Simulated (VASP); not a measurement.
Write the native input for VASP 6.6.1 that does the following.

| Quantity | Value |
| --- | --- |
| Task | single point |
| Functional | LDA |
| Potentials or basis | VASP PAW LDA potentials, release 64 (Sr_sv, Cl) |
| Cutoff | 520 eV |
| k mesh | 8 × 8 × 8 |
| Occupations | fermi-dirac, width 0.01 eV |
| Spin | no spin polarisation |
| Dipole correction | no |
| Further INCAR settings | ALGO = Normal; EDIFF = 1e-06; NBANDS = 19 |

The structure of SrCl2 lies in POSCAR:

```
SrCl2
1.0
    0.0000000000      3.4383928740      3.4383928740
    3.4383928740      0.0000000000      3.4383928740
    3.4383928740      3.4383928740      0.0000000000
Sr Cl
1 2
Direct
    0.0000000000      0.0000000000      0.0000000000
    0.2500000000      0.2500000000      0.2500000000
    0.7500000000      0.7500000000      0.7500000000
```

This cell differs from its parent crystal: volume scaled by 0.96.

The input as run:

INCAR

```
SYSTEM = SrCl2
PREC     = Accurate       ! precision mode
ENCUT    = 520            ! plane-wave cutoff, eV
EDIFF    = 1E-6           ! SCF threshold, eV
ISMEAR   = -1             ! smearing method
SIGMA    = 0.01           ! smearing width, eV
LREAL    = .False.        ! projectors in reciprocal space
LASPH    = .True.         ! aspherical terms in the spheres
NELM     = 100            ! most SCF steps
ALGO     = Normal         ! electronic algorithm
ISIF     = 2              ! what is computed and relaxed
LWAVE    = .False.        ! write WAVECAR
LCHARG   = .True.         ! write CHGCAR
LELF     = .True.         ! ELF
LVHAR    = .True.       
NBANDS   = 19             ! bands
```

KPOINTS

```
Automatic mesh
0
Gamma
  8 8 8
  0 0 0
```

Potentials or basis: VASP PAW LDA potentials, release 64 (Sr_sv, Cl).

Launch:

```sh
$ cat potpaw_LDA.64/Sr_sv/POTCAR potpaw_LDA.64/Cl/POTCAR > POTCAR
$ mpirun -np 1 vasp_std > vasp.out
```

Results of the run:

```json
{
  "Pressure": "-1.2 GPa",
  "Band gap on the k mesh": "5.05 eV, indirect (least direct gap 5.12 eV)"
}
```

It took 34 s on 1 thread of Intel(R) Xeon(R) Platinum 8488C (Sapphire Rapids), on a shared host, peak memory 0.19 GiB.
